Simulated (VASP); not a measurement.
# BiTe (Fm-3m) in VASP: a series of runs, part 2 of 2

VASP 6.6.1. Earlier steps stand in the parts before.

### 3 Single point, PBE

This run uses another cell than the first one, of 32.84 Å³/atom, 1.032 times its volume.

The input, INCAR:

```
PREC = Accurate
ENCUT = 520
EDIFF = 1E-6
ISMEAR = -1
SIGMA = 0.1
LREAL = F
LASPH = T
NELM = 60
ALGO = Normal
ISIF = 2
LWAVE = F
LCHARG = F
GGA = PE
NBANDS = 18
```

The input, KPOINTS:

```
Automatic mesh
0
Gamma
  8 8 8
```

The input, POSCAR:

```
BiTe
1.0
    0.0000000000      3.2023209981      3.2023209981
    3.2023209981      0.0000000000      3.2023209981
    3.2023209981      3.2023209981      0.0000000000
Bi Te
1 1
Direct
    0.0000000000      0.0000000000      0.0000000000
    0.5000000000      0.5000000000      0.5000000000
```

Potentials or basis: VASP PAW PBE potentials, release 64 (Bi_d, Te).

Launch:

```sh
cat potpaw_PBE.64/Bi_d/POTCAR potpaw_PBE.64/Te/POTCAR > POTCAR
mpirun -np 1 vasp_std > vasp.out
```

OUTCAR:

```text
PREC = Accurate
   ENCUT = 520
   EDIFF = 1E-6
   ISMEAR = -1
   LREAL = F
   LASPH = T
   NELM = 60
   ISIF = 2
   GGA = PE

 ion  position               nearest neighbor table
   1  0.000  0.000  0.000-   2 3.20   2 3.20   2 3.20   2 3.20   2 3.20   2 3.20
   2  0.500  0.500  0.500-   1 3.20   1 3.20   1 3.20   1 3.20   1 3.20   1 3.20

  LATTYP: Found a face centered cubic cell.
 ALAT       =     6.4046419962

  Lattice vectors:

 A1 = (   0.0000000000,   3.2023209981,   3.2023209981)
 A2 = (   3.2023209981,   0.0000000000,   3.2023209981)
 A3 = (   3.2023209981,   3.2023209981,   0.0000000000)

Analysis of symmetry for initial positions (statically):
=====================================================================
 Subroutine PRICEL returns:
 Original cell was already a primitive cell.

 Routine SETGRP: Setting up the symmetry group for a
 face centered cubic supercell.

 Subroutine GETGRP returns: Found 48 space group operations
 (whereof 48 operations were pure point group operations)
 out of a pool of 48 trial point group operations.

The static configuration has the point symmetry O_h .

Analysis of symmetry for dynamics (positions and initial velocities):
=====================================================================
 Subroutine PRICEL returns:
 Original cell was already a primitive cell.

 Routine SETGRP: Setting up the symmetry group for a
 face centered cubic supercell.

 Subroutine GETGRP returns: Found 48 space group operations
 (whereof 48 operations were pure point group operations)
 out of a pool of 48 trial point group operations.

The dynamic configuration has the point symmetry O_h .

 Subroutine INISYM returns: Found 48 space group operations
 (whereof 48 operations are pure point group operations),
 and found     1 'primitive' translations

[... 97 lines left out ...]
   NSW    =      0    number of steps for IOM
   IBRION =     -1    ionic relax: 0-MD 1-quasi-New 2-CG
   NFREE  =      0    steps in history (QN), initial steepest desc. (CG)
   ISIF   =      2    stress and relaxation
   ISYM   =      2    0-nonsym 1-usesym 2-fastsym
   POTIM  = 0.5000    time-step for ionic-motion
   TEBEG  =    0.0;   TEEND  =   0.0 temperature during run
   PSTRESS=    0.0 pullay stress
   NELECT =      21.0000    total number of electrons
   NUPDOWN=      -1.0000    fix difference up-down
   EMIN   =  10.00;   EMAX   =-10.00  energy-range for DOS
   EFERMI =   0.00;   METHOD = LEGACY
   ISMEAR =    -1;   SIGMA  =   0.10  broadening in eV -4-tet -1-fermi 0-gaus
   EFERMI_NEDOS =   21; number of points for ismear=-14 and -15
   IALGO  =     38    algorithm
   IMIX   =      4    mixing-type and parameters
     AMIX     =   0.40;   BMIX     =  1.00
     AMIX_MAG =   1.60;   BMIX_MAG =  1.00
  volume/ion in A,a.u.               =      32.84       221.61
  Fermi-wavevector in a.u.,A,eV,Ry     =   1.119454  2.115462 17.050523  1.253178
  Thomas-Fermi vector in A             =   2.256094
   LORBIT       =      0    0 simple, 1 ext, 2 COOP (PROOUT), +10 PAW based schemes
   GGA     = PE    functional components
[... 5 lines left out ...]
 non-spin polarized calculation
  energy-cutoff  :      520.00
  volume of cell :       65.68
 maximum number of plane-waves:      1807
 NGX is ok and might be reduce to    36
   NGX = 17   NGY = 17   NGZ = 17

 number of electron      21.0000004 magnetization

 Free energy of the ion-electron system (eV)
  ---------------------------------------------------
  ext. energy  EPLUGINS =         0.00000000
  ---------------------------------------------------
  free energy    TOTEN  =        -7.18228199 eV

  energy without entropy =       -7.14151920  energy(sigma->0) =       -7.16190059

 E-fermi :   7.0380     XC(G=0):  -9.5696

 val. band max:        6.9955769790   @ k =   0.5000   0.2500   0.1250
 cond. band min:       7.0555837035   @ k =  -0.2500   0.2500   0.0000
 fundamental gap:      0.0600067245
 Fermi energy:         7.0379736470

 k-point     1 :       0.0000    0.0000    0.0000
  band No.  band energies     occupation
      1     -16.1313      2.00000
      2     -16.1313      2.00000
      3     -16.1267      2.00000
      4     -16.1267      2.00000
      5     -16.1267      2.00000
      6      -6.7121      2.00000
[... 481 lines left out ...]
      5     -16.1175      2.00000
      6      -4.4963      2.00000
[... 10 lines left out ...]
     17      16.0580      0.00000
     18      18.1186      0.00000

 [... further k-points ...]
[... 5 lines left out ...]
  --------------------------------------------------------------------------------------
  -------------------------------------------------------------------------------------
  Total        0.9483105      0.9483105      0.9483105      0.0000000      0.0000000     -0.0000000
  in kB       23.1332450     23.1332450     23.1332450      0.0000000      0.0000000     -0.0000000
  external PRESSURE =      23.1332450 kB  Pullay stress =       0.0000000 kB

 VOLUME and BASIS-vectors are now :
 -----------------------------------------------------------------------------
  energy-cutoff  :      520.00
  volume of cell :       65.68
      direct lattice vectors                 reciprocal lattice vectors
     0.000000000  3.202320998  3.202320998    -0.156136752  0.156136752  0.156136752
     3.202320998  0.000000000  3.202320998     0.156136752 -0.156136752  0.156136752
     3.202320998  3.202320998  0.000000000     0.156136752  0.156136752 -0.156136752

 POSITION                                       TOTAL-FORCE (eV/Angst)
 -----------------------------------------------------------------------------------
      0.00000      0.00000      0.00000         0.000000      0.000000      0.000000
      3.20232      3.20232      3.20232        -0.000000     -0.000000     -0.000000
 -----------------------------------------------------------------------------------
    total drift:                               -0.000000      0.000000      0.000000

  FREE ENERGIE OF THE ION-ELECTRON SYSTEM (eV)
  ---------------------------------------------------
  free  energy   TOTEN  =        -7.1822819892 eV

  energy  without entropy=       -7.1415191972  energy(sigma->0) =       -7.16190059
```

OSZICAR:

```text
N       E                     dE             d eps       ncg     rms          rms(c)
DAV:   1     0.156159749904E+03    0.15616E+03   -0.98936E+03  1044   0.112E+03
DAV:   2     0.423357938883E+01   -0.15193E+03   -0.14797E+03  1144   0.305E+02
DAV:   3    -0.687416408810E+01   -0.11108E+02   -0.10996E+02  1262   0.867E+01
DAV:   4    -0.718586295156E+01   -0.31170E+00   -0.31141E+00  1278   0.157E+01
DAV:   5    -0.719994039858E+01   -0.14077E-01   -0.14077E-01  1430   0.305E+00    0.656E+00
DAV:   6    -0.717847164717E+01    0.21469E-01   -0.73247E-02  1464   0.171E+00    0.407E+00
DAV:   7    -0.718250256012E+01   -0.40309E-02   -0.25282E-02  1164   0.841E-01    0.467E-01
DAV:   8    -0.718216061340E+01    0.34195E-03   -0.42827E-03  1328   0.444E-01    0.120E-01
DAV:   9    -0.718228104239E+01   -0.12043E-03   -0.38216E-04  1218   0.114E-01    0.462E-02
DAV:  10    -0.718228282498E+01   -0.17826E-05   -0.10425E-05  1486   0.193E-02    0.317E-02
DAV:  11    -0.718228198925E+01    0.83573E-06   -0.46066E-06  1120   0.111E-02
   1 F= -.71822820E+01 E0= -.71619006E+01  d E =-.407628E-01
```

stdout:

```text
POSCAR found type information on POSCAR BiTe
 POSCAR found :  2 types and       2 ions
 scaLAPACK will be used
 LDA part: xc-table for (Slater+PW92), standard interpolation
 POSCAR, INCAR and KPOINTS ok, starting setup
 FFT: planning ... GRIDC
 FFT: planning ... GRID_SOFT
 FFT: planning ... GRID
 WAVECAR not read
 entering main loop
```

It used 47 s of CPU time on 1 thread of AMD EPYC 7R13 Processor (Zen 3), on a shared host.

Results:

```yaml
Free_energy: -7.1823 eV
Pressure: 2.3 GPa
```

Levels at points of the mesh, in eV from the Fermi level:
```csv
k point,band 6,band 7,band 8,band 9,band 10,band 11,band 12,band 13,band 14,band 15
"(0.00, 0.00, 0.00)",-13.75,-8.02,-2.64,-2.64,-2.64,2.21,2.21,2.21,4.61,4.61
"(0.50, 0.00, 0.00)",-11.72,-11.36,-1.99,-1.99,-1.60,-0.84,-0.68,-0.68,7.38,7.85
"(0.50, 0.50, 0.00)",-11.89,-9.97,-5.88,-4.17,-4.17,2.12,3.73,3.73,5.18,8.74
```

Caveat: spin-orbit coupling is left out, which moves the levels of the heavy elements.
